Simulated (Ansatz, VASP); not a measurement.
## Sn3GeO in VASP and in Ansatz

```xyz
5
Lattice="4.8648 0.0000 0.0000 0.0000 4.8648 0.0000 0.0000 0.0000 4.8648" Properties=species:S:1:pos:R:3 pbc="T T T"
Sn    2.4324    0.0000    0.0000
Sn    0.0000    2.4324    0.0000
Sn    0.0000    0.0000    2.4324
Ge    2.4324    2.4324    2.4324
O     0.0000    0.0000    0.0000
```

Alike in both runs: functional PBE; k mesh 4 × 4 × 4; occupations gaussian, width 0.1 eV; no spin polarisation.

Ansatz relaxed the structure, and its values are those at the end. VASP's run is a single point on that final structure, the one shown.

```csv
,VASP,Ansatz
version,VASP 6.6.1,Ansatz 0.2.0
potentials or method,"VASP PAW PBE potentials, release 64 (Sn_d, Ge_d, O), cutoff 520 eV","scalar-relativistic, plane waves, PAW"
valence electrons in the cell,62,62
```

```tsv
	VASP	Ansatz	Ansatz less VASP
gap on the k mesh at the Fermi level (eV)	none	none	-
pressure (GPa)	-0.3	-0.3	+0.04
```

A gap of «none» marks a metal or a gap that the smearing closes. With one functional, cell and mesh, what is left measures potentials, basis and numerics.
